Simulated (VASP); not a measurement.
Here is a VASP 6.6.1 calculation.

Contents of INCAR:

```
SYSTEM = Be3Cd2O3
  PREC = Accurate
  ENCUT = 600
  EDIFF = 1E-6
  ISMEAR = 0
  SIGMA = 0.2
  LREAL = .False.
  LASPH = .True.
  NELM = 120
  ALGO = Normal
  ISIF = 2
  LWAVE = .False.
  LCHARG = .False.
  GGA = PE
  NBANDS = 34
  GGA_COMPAT = .False.
```

KPOINTS

```
Automatic mesh
0
Gamma
  4 4 4
  0 0 0
```

Contents of POSCAR:

```
Be3Cd2O3
1.0
    4.7655027818      0.0000000000      0.0000000000
   -2.3827513909      4.1270464708      0.0000000000
    0.0000000000      0.0000000000      5.2499535483
Be Cd O
3 2 3
Direct
    0.4952114148      0.0000000000      0.5000000000
    0.0000000000      0.4952114148      0.5000000000
    0.5047885852      0.5047885852      0.5000000000
    0.0000000000      0.0000000000      0.0000000000
    0.0000000000      0.0000000000      0.5000000000
    0.4639919917      0.0000000000      0.0000000000
    0.0000000000      0.4639919917      0.0000000000
    0.5360080083      0.5360080083      0.0000000000
```

Potentials or basis: VASP PAW PBE potentials, release 64 (Be, Cd, O).

Command:

```bash
$ cat potpaw_PBE.64/Be/POTCAR potpaw_PBE.64/Cd/POTCAR potpaw_PBE.64/O/POTCAR > POTCAR
$ mpirun -np 1 vasp_std > vasp.out
```

(1) Predict the largest force.

(2) Estimate the pressure.

(3) Predict the band gap on the k mesh.

Answers

(1) 0.086 eV/Å.

(2) 0.6 GPa.

(3) zero (band 24 reaches 1.75 eV, above the bottom of band 25 at 1.67 eV).

Caveat: the k points lie up to 0.38 Å⁻¹ apart.
